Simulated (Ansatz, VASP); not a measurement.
# One calculation of CdTe, two programs

```
Cd Te
1.0
     0.00000    3.25780    3.25780
     3.25780    0.00000    3.25780
     3.25780    3.25780    0.00000
Cd Te
1 1
Direct
  0.00000 0.00000 0.00000
  0.25000 0.25000 0.25000
```

Alike in both runs: task single point; functional PBE; dispersion D4; k mesh 6 × 6 × 6; occupations gaussian, width 0.05 eV; no spin polarisation.

|  | VASP | Ansatz |
| --- | --- | --- |
| version | VASP 6.6.1 | Ansatz 0.2.0 |
| potentials or method | VASP PAW PBE potentials, release 64 (Cd, Te), cutoff 520 eV | scalar-relativistic, plane waves, PAW |
| valence electrons in the cell | 18 | 36 |

Ansatz gave:

| Item | Value |
| --- | --- |
| gap on the k mesh at the Fermi level (eV) | 0.72 |
| least direct gap on the mesh (eV) | 0.72 |
| pressure (GPa) | 0.0 |

Which values does VASP return?

gap on the k mesh at the Fermi level (eV): 0.72; least direct gap on the mesh (eV): 0.72; pressure (GPa): 0.1.

VASP's potentials hold 18 valence electrons a cell and Ansatz's 36, so a difference there can come from the potentials and not from the codes.

Neither program's run includes spin-orbit coupling.
